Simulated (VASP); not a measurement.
Ir, 3 atoms in the cell. Symmetry: P6/mmm, No. 191, hexagonal system. Conventional cell: a = 4.276 Å, b = 4.276 Å, c = 2.637 Å, α = 90.00°, β = 90.00°, γ = 120.00°. Ir (site symmetry 6/mmm) has 14 Ir at 2.64 to 2.80 Å within 3.5 Å. Within 3.3 Å of Ir (site symmetry -6m2) lie 11 Ir at 2.47 to 2.80 Å.  This cell differs from its parent crystal: volume scaled by 0.96.

```yaml
Program: VASP 6.6.1
Task: single point
Functional: PBEsol
Potentials_or_basis: VASP PAW PBE potentials, release 64 (Ir_sv_GW)
Cutoff: 500 eV
k_mesh: 11 × 11 × 15
Occupations: fermi-dirac, width 0.1 eV
Spin: no spin polarisation
Dipole_correction: no
Second_run: valence_matched
Further_INCAR_settings: ALGO = Normal; EDIFF = 1e-06; NBANDS = 32
```

Potentials or basis: VASP PAW PBE potentials, release 64 (Ir_sv_GW).

The run is started by

```bash
$ cat potpaw_PBE.64/Ir_sv_GW/POTCAR > POTCAR
$ mpirun -np 1 vasp_std > vasp.out
```

Hardware: 1 thread of Intel(R) Xeon(R) 6975P-C (Granite Rapids), on a shared host.

**Question.** Estimate the wall time of this run.

**Answer.** Run time: 120 s on 1 thread of Intel(R) Xeon(R) 6975P-C (Granite Rapids), on a shared host, peak memory 0.25 GiB. Counts: scf iterations 14, k points 128.
